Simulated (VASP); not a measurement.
# TePb (Fm-3m) in VASP: a series of runs, part 2 of 2

VASP 6.6.1.

## (4) Single point, PBE

Input file INCAR:

```
SYSTEM = TePb
PREC = Accurate ; ENCUT = 520
EDIFF = 1E-6 ; ISMEAR = 1
SIGMA = 0.2 ; LREAL = .False.
LASPH = .True. ; NELM = 100
ALGO = Normal ; ISIF = 2
LWAVE = .False. ; LCHARG = .True.
GGA = PE ; LELF = .True.
LVHAR = .True. ; NBANDS = 17
```

Input file KPOINTS:

```
regular mesh
0
Gamma
  6 6 6
  0 0 0
```

Input file POSCAR:

```
TePb
1.0
    0.0000000000      3.2678368418      3.2678368418
    3.2678368418      0.0000000000      3.2678368418
    3.2678368418      3.2678368418      0.0000000000
Pb Te
1 1
Direct
    0.0000000000      0.0000000000      0.0000000000
    0.5000000000      0.5000000000      0.5000000000
```

Potentials or basis: VASP PAW PBE potentials, release 64 (Pb_d, Te).

Command:

```bash
$ cat potpaw_PBE.64/Pb_d/POTCAR potpaw_PBE.64/Te/POTCAR > POTCAR
$ mpirun -np 1 vasp_std > vasp.out
```

OUTCAR:

```text
SYSTEM = TePb
   PREC = Accurate
   ENCUT = 520
   EDIFF = 1E-6
   ISMEAR = 1
   LREAL = .False.
   LASPH = .True.
   NELM = 100
   ISIF = 2
   GGA = PE

 ion  position               nearest neighbor table
   1  0.000  0.000  0.000-   2 3.27   2 3.27   2 3.27   2 3.27   2 3.27   2 3.27
   2  0.500  0.500  0.500-   1 3.27   1 3.27   1 3.27   1 3.27   1 3.27   1 3.27

  LATTYP: Found a face centered cubic cell.
 ALAT       =     6.5356736836

  Lattice vectors:

 A1 = (   0.0000000000,   3.2678368418,   3.2678368418)
 A2 = (   3.2678368418,   0.0000000000,   3.2678368418)
 A3 = (   3.2678368418,   3.2678368418,   0.0000000000)

Analysis of symmetry for initial positions (statically):
=====================================================================
 Subroutine PRICEL returns:
 Original cell was already a primitive cell.

 Routine SETGRP: Setting up the symmetry group for a
 face centered cubic supercell.

 Subroutine GETGRP returns: Found 48 space group operations
 (whereof 48 operations were pure point group operations)
 out of a pool of 48 trial point group operations.

The static configuration has the point symmetry O_h .

Analysis of symmetry for dynamics (positions and initial velocities):
=====================================================================
 Subroutine PRICEL returns:
 Original cell was already a primitive cell.

 Routine SETGRP: Setting up the symmetry group for a
 face centered cubic supercell.

 Subroutine GETGRP returns: Found 48 space group operations
 (whereof 48 operations were pure point group operations)
 out of a pool of 48 trial point group operations.

The dynamic configuration has the point symmetry O_h .

 Subroutine INISYM returns: Found 48 space group operations
 (whereof 48 operations are pure point group operations),
 and found     1 'primitive' translations

----------------------------------------------------------------------------------------

                                     Primitive cell

  volume of cell :      69.7929

  direct lattice vectors                    reciprocal lattice vectors
     0.000000000  3.267836842  3.267836842    -0.153006415  0.153006415  0.153006415
     3.267836842  0.000000000  3.267836842     0.153006415 -0.153006415  0.153006415
     3.267836842  3.267836842  0.000000000     0.153006415  0.153006415 -0.153006415

  length of vectors
     4.621419181  4.621419181  4.621419181     0.265014885  0.265014885  0.265014885

  position of ions in fractional coordinates (direct lattice)
     0.000000000  0.000000000  0.000000000
     0.500000000  0.500000000  0.500000000

  ion indices of the primitive-cell ions
   primitive index   ion index
                 1           1
                 2           2

----------------------------------------------------------------------------------------

 KPOINTS: regular mesh

Automatic generation of k-mesh.
 Grid dimensions read from file:
 generate k-points for:    6    6    6

 Generating k-lattice:

  Cartesian coordinates                     Fractional coordinates (reciprocal lattice)
    -0.025501069  0.025501069  0.025501069     0.166666667  0.000000000  0.000000000
     0.025501069 -0.025501069  0.025501069     0.000000000  0.166666667  0.000000000
     0.025501069  0.025501069 -0.025501069     0.000000000  0.000000000  0.166666667

  Length of vectors
     0.044169147  0.044169147  0.044169147

  Shift w.r.t. Gamma in fractional coordinates (k-lattice)
     0.000000000  0.000000000  0.000000000

 Subroutine IBZKPT returns following result:
 ===========================================

 Found     16 irreducible k-points:

 Following reciprocal coordinates:
            Coordinates               Weight
  0.000000  0.000000  0.000000      1.000000
  0.166667  0.000000  0.000000      8.000000
  0.333333  0.000000  0.000000      8.000000
  0.500000  0.000000  0.000000      4.000000
  0.166667  0.166667  0.000000      6.000000
  0.333333  0.166667  0.000000     24.000000
[... 8 lines left out ...]
 -0.333333  0.333333  0.166667     24.000000
 -0.333333  0.500000  0.166667     12.000000
   k-points           NKPTS =     16   k-points in BZ     NKDIM =     16   number of bands    NBANDS=     17
   number of dos      NEDOS =    301   number of ions     NIONS =      2
   total plane-waves  NPLWV =  46656
   dimension x,y,z NGX =    36 NGY =   36 NGZ =   36
   dimension x,y,z NGXF=    72 NGYF=   72 NGZF=   72
   ions per type =               1   1
   NGX,Y,Z   is equivalent  to a cutoff of  12.95, 12.95, 12.95 a.u.
   NGXF,Y,Z  is equivalent  to a cutoff of  25.90, 25.90, 25.90 a.u.
 SYSTEM =  TePb
   PREC   = accura    normal or accurate (medium, high low for compatibility)
   ISTART =      0    job   : 0-new  1-cont  2-samecut
   ICHARG =      2    charge: 1-file 2-atom 10-const
   ISPIN  =      1    spin polarized calculation?
   LNONCOLLINEAR =      F non collinear calculations
   LSORBIT =      F    spin-orbit coupling
   LASPH  =      T    aspherical Exc in radial PAW
   ENCUT  =  520.0 eV  38.22 Ry    6.18 a.u.   8.59  8.59  8.59*2*pi/ulx,y,z
   NELM   =    100;   NELMIN=  2; NELMDL= -5     # of ELM steps
   EDIFF  = 0.1E-05   stopping-criterion for ELM
   LREAL  =      F    real-space projection
   EDIFFG = 0.1E-04   stopping-criterion for IOM
   NSW    =      0    number of steps for IOM
   IBRION =     -1    ionic relax: 0-MD 1-quasi-New 2-CG
   NFREE  =      0    steps in history (QN), initial steepest desc. (CG)
   ISIF   =      2    stress and relaxation
   ISYM   =      2    0-nonsym 1-usesym 2-fastsym
   POTIM  = 0.5000    time-step for ionic-motion
   TEBEG  =    0.0;   TEEND  =   0.0 temperature during run
   PSTRESS=    0.0 pullay stress
   NELECT =      20.0000    total number of electrons
   NUPDOWN=      -1.0000    fix difference up-down
   EMIN   =  10.00;   EMAX   =-10.00  energy-range for DOS
   EFERMI =   0.00;   METHOD = LEGACY
   ISMEAR =     1;   SIGMA  =   0.20  broadening in eV -4-tet -1-fermi 0-gaus
   EFERMI_NEDOS =   21; number of points for ismear=-14 and -15
   IALGO  =     38    algorithm
   IMIX   =      4    mixing-type and parameters
     AMIX     =   0.40;   BMIX     =  1.00
     AMIX_MAG =   1.60;   BMIX_MAG =  1.00
  volume/ion in A,a.u.               =      34.90       235.49
  Fermi-wavevector in a.u.,A,eV,Ry     =   1.079314  2.039608 15.849680  1.164919
  Thomas-Fermi vector in A             =   2.215276
   LORBIT       =      0    0 simple, 1 ext, 2 COOP (PROOUT), +10 PAW based schemes
   GGA     = PE    functional components
   LHFCALC =     F    Hartree Fock is set to
   AEXX    =    0.0000 exact exchange contribution
   IVDW    =     0    specifies the selected vdW correction
   LEPSILON=     F    determine dielectric tensor
   LRPA    =     F    only Hartree local field effects (RPA)
 non-spin polarized calculation
 Methfessel and Paxton  Order N= 1 SIGMA  =   0.20
  energy-cutoff  :      520.00
  volume of cell :       69.79
 maximum number of plane-waves:      1895
 NGX is ok and might be reduce to    36
   NGX = 17   NGY = 17   NGZ = 17

 number of electron      20.0000002 magnetization

 Free energy of the ion-electron system (eV)
  ---------------------------------------------------
  ext. energy  EPLUGINS =         0.00000000
  ---------------------------------------------------
  free energy    TOTEN  =        -7.52138181 eV

  energy without entropy =       -7.52304136  energy(sigma->0) =       -7.52193499

 E-fermi :   5.2817     XC(G=0):  -9.1482

 val. band max:        5.1868191853   @ k =   0.5000   0.0000   0.0000
 cond. band min:       5.9903605910   @ k =   0.5000   0.0000   0.0000
 fundamental gap:      0.8035414056
 Fermi energy:         5.2817302758

 k-point     1 :       0.0000    0.0000    0.0000
  band No.  band energies     occupation
      1     -11.4793      2.00000
      2     -11.4793      2.00000
      3     -11.4727      2.00000
      4     -11.4727      2.00000
      5     -11.4727      2.00000
      6      -6.5496      2.00000
[... 9 lines left out ...]
     16      11.0660      0.00000
     17      12.6645      0.00000
[... 281 lines left out ...]
 k-point    16 :      -0.3333    0.5000    0.1667
  band No.  band energies     occupation
      1     -11.5201      2.00000
      2     -11.4770      2.00000
      3     -11.4737      2.00000
      4     -11.4582      2.00000
      5     -11.4502      2.00000
      6      -4.8808      2.00000
[... 9 lines left out ...]
     16      15.7783      0.00000
     17      16.5878      0.00000

------------------------ aborting loop because EDIFF is reached ----------------------------------------

  FORCE on cell =-STRESS in cart. coord.  units (eV):
  Direction    XX          YY          ZZ          XY          YZ          ZX
  --------------------------------------------------------------------------------------
  -------------------------------------------------------------------------------------
  Total        0.2386687      0.2386687      0.2386687     -0.0000000     -0.0000000      0.0000000
  in kB        5.4789211      5.4789211      5.4789211     -0.0000000     -0.0000000      0.0000000
  external PRESSURE =       5.4789211 kB  Pullay stress =       0.0000000 kB

 VOLUME and BASIS-vectors are now :
 -----------------------------------------------------------------------------
  energy-cutoff  :      520.00
  volume of cell :       69.79
      direct lattice vectors                 reciprocal lattice vectors
     0.000000000  3.267836842  3.267836842    -0.153006415  0.153006415  0.153006415
     3.267836842  0.000000000  3.267836842     0.153006415 -0.153006415  0.153006415
     3.267836842  3.267836842  0.000000000     0.153006415  0.153006415 -0.153006415

 POSITION                                       TOTAL-FORCE (eV/Angst)
 -----------------------------------------------------------------------------------
      0.00000      0.00000      0.00000         0.000000      0.000000      0.000000
      3.26784      3.26784      3.26784         0.000000      0.000000     -0.000000
 -----------------------------------------------------------------------------------
    total drift:                               -0.000000      0.000000      0.000000

  FREE ENERGIE OF THE ION-ELECTRON SYSTEM (eV)
  ---------------------------------------------------
  free  energy   TOTEN  =        -7.5213818091 eV

  energy  without entropy=       -7.5230413649  energy(sigma->0) =       -7.52193499
```

stdout:

```text
POSCAR found type information on POSCAR PbTe
 POSCAR found :  2 types and       2 ions
 scaLAPACK will be used
 LDA part: xc-table for (Slater+PW92), standard interpolation
 POSCAR, INCAR and KPOINTS ok, starting setup
 FFT: planning ... GRIDC
 FFT: planning ... GRID_SOFT
 FFT: planning ... GRID
 WAVECAR not read
 entering main loop
```

It took 9 s on 1 thread of Intel Xeon 6975P-C (Granite Rapids), shared host; peak memory 0.2 GiB.

Results:

* Free energy: -7.5214 eV
* Pressure: 0.5 GPa
* Band gap on the k mesh: 0.80 eV, direct

Caveat: spin-orbit coupling is left out, which moves the levels of the heavy elements. A k mesh can miss the band edges.

## (5) The runs side by side

```csv
smearing,gap on the mesh (eV),pressure (GPa)
gaussian 0.5 eV,0.81,0.5
gaussian 0.01 eV,0.80,0.6
methfessel-paxton 0.2 eV,0.80,0.5
```

Alike in all rows: task single point; level PBE; potentials or basis VASP PAW PBE potentials, release 64 (Pb_d, Te); no spin polarisation; cell as given; k mesh 6 × 6 × 6; cutoff (eV) 520.

On the cell as given the gap runs from 0.80 eV (PBE) to 0.81 eV (PBE).

Caveats: spin-orbit coupling is left out, which moves the levels of the heavy elements.

Total energies depend on the potentials used, so only differences within one code and one set of settings carry meaning.
